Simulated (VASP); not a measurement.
A run of VASP 6.6.1 is set up as follows.

Contents of INCAR:

```
SYSTEM = Cu12CO
PREC = Accurate ; ENCUT = 520
EDIFF = 1E-7 ; ISMEAR = 0
SIGMA = 0.1 ; LREAL = .False.
LASPH = .True. ; NELM = 100
ALGO = Normal ; ISIF = 2
LWAVE = .False. ; LCHARG = .False.
LDIPOL = .True. ; IDIPOL = 3
DIPOL = 0.5 0.5 0.304 ; GGA = PE
IVDW = 12 ; NBANDS = 84
```

The input KPOINTS:

```
regular mesh
0
Gamma
  6 6 1
  0 0 0
```

Contents of POSCAR:

```
Cu12CO
1.0
    5.0393684011      0.0000000000      0.0000000000
   -2.5196842005      4.3642210544      0.0000000000
    0.0000000000      0.0000000000     22.8721943999
Cu O C
12 1 1
Direct
    0.3333333333      0.1666666667      0.1748848375
    0.3333333333      0.6666666667      0.1748848375
    0.8333333333      0.1666666667      0.1748848375
    0.8333333333      0.6666666667      0.1748848375
    0.1666666667      0.3333333333      0.2649977796
    0.1666666667      0.8333333333      0.2649977796
    0.6666666667      0.3333333333      0.2649977796
    0.6666666667      0.8333333333      0.2649977796
    0.0000000000      0.0000000000      0.3551121619
    0.0000000000      0.5000000000      0.3551121619
    0.5000000000      0.0000000000      0.3551121619
    0.5000000000      0.5000000000      0.3551121619
    0.0000000000      0.1666666667      0.5125085156
    0.0000000000      0.1666666667      0.5627879063
```

Potentials or basis: VASP PAW PBE potentials, release 64 (Cu, O, C).

Command:

```bash
$ cat potpaw_PBE.64/Cu/POTCAR potpaw_PBE.64/O/POTCAR potpaw_PBE.64/C/POTCAR > POTCAR
$ mpirun -np 1 vasp_std > vasp.out
```

(1) Estimate the band gap on the k mesh.

(2) What does it give for the dispersion energy per atom?

(3) What does it give for the largest force?

Answers

(1) zero (bands 71 and 72 overlap by 0.41 eV).

(2) -0.347 eV.

(3) 0.737 eV/Å.
